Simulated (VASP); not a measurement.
# Cd2S (P1) in VASP: further runs

Runs on Cd2S. Level: PBE. Tasks: single point, relaxation of cell and atoms.

Program: VASP 6.6.1. These are calculated values, not measurements. Logs are shortened: lines on timing, memory, paths and dates and some standing lists are left out, and cuts for length are marked.

### Step 1. The cell of the first run

The typed cell holds 6 atoms: a = 4.006 Å, b = 5.868 Å, c = 6.759 Å, α = 88.10°, β = 88.02°, γ = 87.71°.

### Step 2. Single point, PBE

INCAR

```
PREC = Accurate ; ENCUT = 520
EDIFF = 1E-6 ; ISMEAR = 0
SIGMA = 0.1 ; LREAL = F
LASPH = T ; NELM = 60
ALGO = Normal ; ISIF = 2
LWAVE = F ; LCHARG = F
GGA = PE ; NBANDS = 39
```

KPOINTS

```
regular mesh
0
Gamma
  4 4 4
```

POSCAR

```
Cd2S
1.0
    4.0062404205      0.0000000000      0.0000000000
    0.2345655681      5.8632429834      0.0000000000
    0.2333020921      0.2154812762      6.7511640113
Cd S
4 2
Direct
    0.4240053770      0.4644712796      0.9314621882
    0.8606506228      0.4618659893      0.4181570502
    0.5706615353      0.0134369545      0.9547307681
    0.0660156770      0.0172195009      0.4462898549
    0.0393256654      0.7640306556      0.1275177041
    0.5393411225      0.7789756202      0.6218424343
```

Potentials or basis: VASP PAW PBE potentials, release 64 (Cd, S).

Launch:

```console
> cat potpaw_PBE.64/Cd/POTCAR potpaw_PBE.64/S/POTCAR > POTCAR
> mpirun -np 1 vasp_std > vasp.out
```

OUTCAR:

```text
PREC = Accurate
   ENCUT = 520
   EDIFF = 1E-6
   ISMEAR = 0
   LREAL = F
   LASPH = T
   NELM = 60
   ISIF = 2
   GGA = PE

 ion  position               nearest neighbor table
   1  0.424  0.464  0.931-   5 2.65   3 2.69   6 2.78   3 3.31   2 3.78
   2  0.861  0.462  0.418-   6 2.62   5 2.70   4 2.71   4 3.41   1 3.78
   3  0.571  0.013  0.955-   5 2.62   6 2.69   1 2.69   5 2.83   1 3.31
   4  0.066  0.017  0.446-   6 2.61   5 2.66   2 2.71   6 2.79   2 3.41
   5  0.039  0.764  0.128-   3 2.62   1 2.65   4 2.66   2 2.70   3 2.83
   6  0.539  0.779  0.622-   4 2.61   2 2.62   3 2.69   1 2.78   4 2.79

  Warning from LATTYP: Got some problem with cell dimensions!
  Tried to take original basis but could not verify dimensions!
  LATTYP: Found a triclinic cell.
 ALAT       =     7.2361629138
 B/A-ratio  =     0.5536415457
 C/A-ratio  =     1.2163922937
 COS(alpha) =     0.0001435440
 COS(beta)  =     0.5199890423
 COS(gamma) =     0.5860572847

  Lattice vectors:

 A1 = (   4.2408059886,   5.8632429834,   0.0000000000)
 A2 = (   4.0062404205,   0.0000000000,   0.0000000000)
 A3 = (   0.0012634760,   5.6477617072,  -6.7511640113)

Analysis of symmetry for initial positions (statically):
=====================================================================
 Subroutine PRICEL returns:
 Original cell was already a primitive cell.

 Routine SETGRP: Setting up the symmetry group for a
 triclinic supercell.

 Subroutine GETGRP returns: Found  1 space group operations
 (whereof  1 operations were pure point group operations)
 out of a pool of  2 trial point group operations.

The static configuration has the point symmetry C_1 .

Analysis of symmetry for dynamics (positions and initial velocities):
=====================================================================
 Subroutine PRICEL returns:
 Original cell was already a primitive cell.

 Routine SETGRP: Setting up the symmetry group for a
 triclinic supercell.

 Subroutine GETGRP returns: Found  1 space group operations
 (whereof  1 operations were pure point group operations)
 out of a pool of  2 trial point group operations.

The dynamic configuration has the point symmetry C_1 .

 Subroutine INISYM returns: Found  1 space group operations
 (whereof  1 operations are pure point group operations),
 and found     1 'primitive' translations

----------------------------------------------------------------------------------------

                                     Primitive cell

  volume of cell :     158.5819

  direct lattice vectors                    reciprocal lattice vectors
     4.006240421  0.000000000  0.000000000     0.249610581 -0.009985949 -0.008307143
     0.234565568  5.863242983  0.000000000     0.000000000  0.170554078 -0.005443685
     0.233302092  0.215481276  6.751164011     0.000000000  0.000000000  0.148122605

  length of vectors
     4.006240421  5.867933136  6.758629858     0.249948335  0.170640931  0.148122605

  position of ions in fractional coordinates (direct lattice)
     0.424005377  0.464471280  0.931462188
     0.860650623  0.461865989  0.418157050
     0.570661535  0.013436955  0.954730768
     0.066015677  0.017219501  0.446289855
     0.039325665  0.764030656  0.127517704
     0.539341122  0.778975620  0.621842434

  ion indices of the primitive-cell ions
   primitive index   ion index
                 1           1
                 2           2
                 3           3
                 4           4
                 5           5
                 6           6

----------------------------------------------------------------------------------------

 KPOINTS: regular mesh

Automatic generation of k-mesh.
 Grid dimensions read from file:
 generate k-points for:    4    4    4

 Generating k-lattice:

  Cartesian coordinates                     Fractional coordinates (reciprocal lattice)
     0.062402645 -0.002496487 -0.002076786     0.250000000  0.000000000  0.000000000
     0.000000000  0.042638519 -0.001360921     0.000000000  0.250000000  0.000000000
     0.000000000  0.000000000  0.037030651     0.000000000  0.000000000  0.250000000

  Length of vectors
     0.062487084  0.042660233  0.037030651

  Shift w.r.t. Gamma in fractional coordinates (k-lattice)
     0.000000000  0.000000000  0.000000000

 Subroutine IBZKPT returns following result:
 ===========================================

 Found     36 irreducible k-points:

 Following reciprocal coordinates:
            Coordinates               Weight
  0.000000  0.000000  0.000000      1.000000
  0.250000  0.000000  0.000000      2.000000
  0.500000  0.000000  0.000000      1.000000
  0.000000  0.250000  0.000000      2.000000
  0.250000  0.250000 -0.000000      2.000000
  0.500000  0.250000 -0.000000      2.000000
[... 16 lines left out ...]
  0.000000 -0.250000  0.250000      2.000000
  0.250000 -0.250000  0.250000      2.000000
 [... further k-points ...]
   k-points           NKPTS =     36   k-points in BZ     NKDIM =     36   number of bands    NBANDS=     39
   number of dos      NEDOS =    301   number of ions     NIONS =      6
   total plane-waves  NPLWV =  72000
   dimension x,y,z NGX =    30 NGY =   48 NGZ =   50
   dimension x,y,z NGXF=    60 NGYF=   96 NGZF=  100
   ions per type =               4   2
   NGX,Y,Z   is equivalent  to a cutoff of  12.45, 13.60, 12.30 a.u.
   NGXF,Y,Z  is equivalent  to a cutoff of  24.90, 27.20, 24.60 a.u.
 SYSTEM =  unknown system
   PREC   = accura    normal or accurate (medium, high low for compatibility)
   ISTART =      0    job   : 0-new  1-cont  2-samecut
   ICHARG =      2    charge: 1-file 2-atom 10-const
   ISPIN  =      1    spin polarized calculation?
   LNONCOLLINEAR =      F non collinear calculations
   LSORBIT =      F    spin-orbit coupling
   LASPH  =      T    aspherical Exc in radial PAW
   ENCUT  =  520.0 eV  38.22 Ry    6.18 a.u.   7.45 10.91 12.57*2*pi/ulx,y,z
   NELM   =     60;   NELMIN=  2; NELMDL= -5     # of ELM steps
   EDIFF  = 0.1E-05   stopping-criterion for ELM
   LREAL  =      F    real-space projection
   EDIFFG = 0.1E-04   stopping-criterion for IOM
   NSW    =      0    number of steps for IOM
   IBRION =     -1    ionic relax: 0-MD 1-quasi-New 2-CG
   NFREE  =      0    steps in history (QN), initial steepest desc. (CG)
   ISIF   =      2    stress and relaxation
   ISYM   =      2    0-nonsym 1-usesym 2-fastsym
   POTIM  = 0.5000    time-step for ionic-motion
   TEBEG  =    0.0;   TEEND  =   0.0 temperature during run
   PSTRESS=    0.0 pullay stress
   NELECT =      60.0000    total number of electrons
   NUPDOWN=      -1.0000    fix difference up-down
   EMIN   =  10.00;   EMAX   =-10.00  energy-range for DOS
   EFERMI =   0.00;   METHOD = LEGACY
   ISMEAR =     0;   SIGMA  =   0.10  broadening in eV -4-tet -1-fermi 0-gaus
   EFERMI_NEDOS =   21; number of points for ismear=-14 and -15
   IALGO  =     38    algorithm
   IMIX   =      4    mixing-type and parameters
     AMIX     =   0.40;   BMIX     =  1.00
     AMIX_MAG =   1.60;   BMIX_MAG =  1.00
  volume/ion in A,a.u.               =      26.43       178.36
  Fermi-wavevector in a.u.,A,eV,Ry     =   1.184061  2.237551 19.075373  1.402000
  Thomas-Fermi vector in A             =   2.320283
   LORBIT       =      0    0 simple, 1 ext, 2 COOP (PROOUT), +10 PAW based schemes
   GGA     = PE    functional components
   LHFCALC =     F    Hartree Fock is set to
   AEXX    =    0.0000 exact exchange contribution
   IVDW    =     0    specifies the selected vdW correction
   LEPSILON=     F    determine dielectric tensor
   LRPA    =     F    only Hartree local field effects (RPA)
 non-spin polarized calculation
 Gauss-broadening in eV      SIGMA  =   0.10
  energy-cutoff  :      520.00
  volume of cell :      158.58
 maximum number of plane-waves:      4286
 NGX is ok and might be reduce to    30
   NGX = 15   NGY = 21   NGZ = 25

 number of electron      60.0000001 magnetization

 Free energy of the ion-electron system (eV)
  ---------------------------------------------------
  ext. energy  EPLUGINS =         0.00000000
  ---------------------------------------------------
  free energy    TOTEN  =       -12.87446075 eV

  energy without entropy =      -12.87383239  energy(sigma->0) =      -12.87414657

 E-fermi :   1.4978     XC(G=0):  -9.2797

 val. band max:        1.3689678643   @ k =   0.2500   0.0000   0.0000
 cond. band min:       1.6029138590   @ k =   0.0000   0.5000   0.0000
 fundamental gap:      0.2339459947
 Fermi energy:         1.4978004240

 k-point     1 :       0.0000    0.0000    0.0000
  band No.  band energies     occupation
      1     -11.3456      2.00000
      2     -10.8752      2.00000
      3      -7.2533      2.00000
      4      -7.0909      2.00000
      5      -6.8961      2.00000
      6      -6.8556      2.00000
[... 31 lines left out ...]
     38       8.1982      0.00000
     39       8.3473      0.00000

 k-point     2 :       0.2500    0.0000    0.0000
  band No.  band energies     occupation
      1     -11.1895      2.00000
      2     -10.8435      2.00000
      3      -7.2526      2.00000
      4      -7.0929      2.00000
      5      -6.9607      2.00000
      6      -6.8872      2.00000
[... 31 lines left out ...]
     38       7.4924      0.00000
     39       7.9244      0.00000

 k-point     3 :       0.5000    0.0000    0.0000
  band No.  band energies     occupation
      1     -10.9699      2.00000
      2     -10.8674      2.00000
      3      -7.2560      2.00000
      4      -7.0901      2.00000
      5      -6.9851      2.00000
      6      -6.9465      2.00000
[... 31 lines left out ...]
     38       5.9870      0.00000
     39       6.9692      0.00000

 k-point     4 :       0.0000    0.2500    0.0000
  band No.  band energies     occupation
      1     -11.3276      2.00000
      2     -10.8711      2.00000
      3      -7.2079      2.00000
      4      -7.0804      2.00000
      5      -6.8924      2.00000
      6      -6.8489      2.00000
[... 31 lines left out ...]
     38       7.8239      0.00000
     39       8.2930      0.00000
[... 754 lines left out ...]
     38       7.5490      0.00000
     39       8.1871      0.00000

 k-point    23 :       0.0000   -0.2500    0.2500
  band No.  band energies     occupation
      1     -11.2681      2.00000
      2     -10.9374      2.00000
      3      -7.2075      2.00000
      4      -7.0829      2.00000
      5      -6.8862      2.00000
      6      -6.8409      2.00000
[... 31 lines left out ...]
     38       7.9511      0.00000
     39       8.1423      0.00000

 k-point    24 :       0.2500   -0.2500    0.2500
  band No.  band energies     occupation
      1     -11.1446      2.00000
      2     -10.8692      2.00000
      3      -7.2123      2.00000
      4      -7.0832      2.00000
      5      -6.9053      2.00000
      6      -6.8556      2.00000
[... 31 lines left out ...]
     38       7.6860      0.00000
     39       7.9887      0.00000

 [... further k-points ...]
[... 5 lines left out ...]
  --------------------------------------------------------------------------------------
  -------------------------------------------------------------------------------------
  Total        0.0780449      0.6188117      0.3640947      0.0539369      0.3609633      0.0473870
  in kB        0.7884996      6.2519506      3.6785055      0.5449324      3.6468687      0.4787587
  external PRESSURE =       3.5729852 kB  Pullay stress =       0.0000000 kB

 VOLUME and BASIS-vectors are now :
 -----------------------------------------------------------------------------
  energy-cutoff  :      520.00
  volume of cell :      158.58
      direct lattice vectors                 reciprocal lattice vectors
     4.006240421  0.000000000  0.000000000     0.249610581 -0.009985949 -0.008307143
     0.234565568  5.863242983  0.000000000     0.000000000  0.170554078 -0.005443685
     0.233302092  0.215481276  6.751164011     0.000000000  0.000000000  0.148122605

 POSITION                                       TOTAL-FORCE (eV/Angst)
 -----------------------------------------------------------------------------------
      2.02493      2.92402      6.28845        -0.018111      0.119934     -0.128819
      3.65387      2.79814      2.82305         0.078094     -0.088594      0.034199
      2.51210      0.28451      6.44554         0.034934     -0.010616      0.013476
      0.37263      0.19713      3.01298        -0.011952      0.084783      0.158093
      0.36651      4.50718      0.86089        -0.029226      0.011481     -0.212462
      2.48853      4.70132      4.19816        -0.053738     -0.116988      0.135513
 -----------------------------------------------------------------------------------
    total drift:                                0.000239      0.000248      0.000180

  FREE ENERGIE OF THE ION-ELECTRON SYSTEM (eV)
  ---------------------------------------------------
  free  energy   TOTEN  =       -12.8744607521 eV

  energy  without entropy=      -12.8738323939  energy(sigma->0) =      -12.87414657
```

It took 97 s on 1 thread of Intel Xeon 6975P-C (Granite Rapids), shared host; peak memory 0.34 GiB.

What came out:

```yaml
Free_energy: -12.8745 eV
Pressure: 0.4 GPa
Largest_force: 0.215 eV/Å
Band_gap_on_the_k_mesh: 0.23 eV
```

Forces on the atoms (eV/Å):
```
Cd  -0.018  0.120 -0.129
Cd   0.078 -0.089  0.034
Cd   0.035 -0.011  0.013
Cd  -0.012  0.085  0.158
S   -0.029  0.011 -0.212
S   -0.054 -0.117  0.136
```

Stress tensor (GPa, compression positive):
```
0.08 0.05 0.05
0.05 0.63 0.36
0.05 0.36 0.37
```

Levels at points of the mesh, in eV from the valence-band top:
```csv
k point,band 26,band 27,band 28,band 29,band 30,band 31,band 32,band 33,band 34,band 35
"(0.00, 0.00, 0.00)",-2.44,-1.76,-1.00,-0.93,-0.43,1.37,1.67,2.79,4.18,4.55
"(0.50, 0.00, 0.00)",-2.77,-2.41,-2.34,-0.75,-0.51,2.21,2.55,2.73,3.08,4.07
"(0.00, 0.50, 0.00)",-1.93,-1.50,-0.99,-0.91,-0.24,0.23,2.71,3.11,4.91,5.61
"(0.50, 0.50, 0.00)",-3.33,-2.52,-2.39,-0.83,-0.57,1.73,2.09,3.60,3.88,4.23
"(0.00, 0.00, 0.50)",-3.23,-1.82,-1.72,-1.43,-1.25,3.10,3.18,3.58,3.76,5.04
"(0.50, 0.00, 0.50)",-2.38,-1.73,-1.63,-0.90,-0.42,1.12,1.55,1.67,2.25,4.18
"(0.00, 0.50, 0.50)",-3.21,-1.44,-1.30,-0.29,-0.17,2.05,2.37,4.00,4.17,4.88
"(0.50, 0.50, 0.50)",-2.98,-1.90,-1.59,-1.43,-1.01,1.98,2.36,2.76,3.01,4.99
```

A k mesh can miss the band edges.

(Part 1 of 2 ends here.)
